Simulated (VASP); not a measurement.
A run of VASP 6.6.1:

File INCAR:

```
SYSTEM = Ca
  PREC = Accurate
  ENCUT = 520
  EDIFF = 1E-6
  ISMEAR = -1
  SIGMA = 0.1
  LREAL = .False.
  LASPH = .True.
  NELM = 60
  ALGO = Normal
  ISIF = 2
  LWAVE = .False.
  LCHARG = .False.
  GGA = PE
  NBANDS = 11
```

Contents of KPOINTS:

```
Automatic mesh
0
Gamma
  16 16 16
  0 0 0
```

File POSCAR:

```
Ca
1.0
    0.0000000000      2.7253704349      2.7253704349
    2.7253704349      0.0000000000      2.7253704349
    2.7253704349      2.7253704349      0.0000000000
Ca
1
Direct
    0.0000000000      0.0000000000      0.0000000000
```

Potentials or basis: VASP PAW PBE potentials, release 64 (Ca_sv).

Launch:

```bash
$ cat potpaw_PBE.64/Ca_sv/POTCAR > POTCAR
$ mpirun -np 1 vasp_std > vasp.out
```

Hardware: 1 thread of AMD EPYC 9R45 96-Core Processor (Zen 5), on a shared host.

Question: How long does it take, and how much memory?

Answer: Run time: 28 s on 1 thread of AMD EPYC 9R45 96-Core Processor (Zen 5), on a shared host, peak memory 0.18 GiB. Counts: scf iterations 10, k points 145.
